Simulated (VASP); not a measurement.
Wanted: the native input for a VASP 6.6.1 run.

```yaml
Task: single point
Functional: PBE
Potentials_or_basis: VASP PAW PBE potentials, release 64 (Ga_d, P, As)
Cutoff: 520 eV
k_mesh: 6 × 6 × 1
Occupations: gaussian, width 0.1 eV
Spin: no spin polarisation
Dipole_correction: no
Further_INCAR_settings: ALGO = Normal; EDIFF = 1e-06; NBANDS = 66
```

The structure of Ga3AsP2 lies in POSCAR:

```
Ga3AsP2
1.0
    3.9358858000      0.0000000000      0.0000000000
   -1.9679429000      3.4085771000      0.0000000000
    0.0000000000      0.0000000000     19.4699405000
Ga P As
6 4 2
Direct
    0.3333333000      0.6666667000      0.3299580000
    0.3333333000      0.6666667000      0.6666520000
    0.3333333000      0.6666667000      0.0034700000
    0.6666667000      0.3333333000      0.1666520000
    0.6666667000      0.3333333000      0.5034700000
    0.6666667000      0.3333333000      0.8299580000
    0.3333333000      0.6666667000      0.1263140000
    0.3333333000      0.6666667000      0.7898800000
    0.6666667000      0.3333333000      0.2898800000
    0.6666667000      0.3333333000      0.6263140000
    0.3333333000      0.6666667000      0.4577260000
    0.6666667000      0.3333333000      0.9577260000
```

These files were run (other wordings do the same):

INCAR

```
SYSTEM = Ga3AsP2
PREC = Accurate ; ENCUT = 520
EDIFF = 1E-6 ; ISMEAR = 0
SIGMA = 0.1 ; LREAL = .False.
LASPH = .True. ; NELM = 80
ALGO = Normal ; ISIF = 2
LWAVE = .False. ; LCHARG = .False.
GGA = PE ; NBANDS = 66
```

KPOINTS

```
regular mesh
0
Gamma
  6 6 1
  0 0 0
```

Potentials or basis: VASP PAW PBE potentials, release 64 (Ga_d, P, As).

The run is started by

```sh
$ cat potpaw_PBE.64/Ga_d/POTCAR potpaw_PBE.64/P/POTCAR potpaw_PBE.64/As/POTCAR > POTCAR
$ mpirun -np 1 vasp_std > vasp.out
```

Results of the run:

| Quantity | Value |
| --- | --- |
| Pressure | 0.0 GPa |
| Largest force | 0.009 eV/Å |
| Band gap on the k mesh | 0.89 eV, direct |

Run time: 4.4 min on 1 thread of Intel(R) Xeon(R) Platinum 8259CL CPU @ 2.50GHz (Skylake/Cascade Lake), on a shared host, peak memory 0.41 GiB.
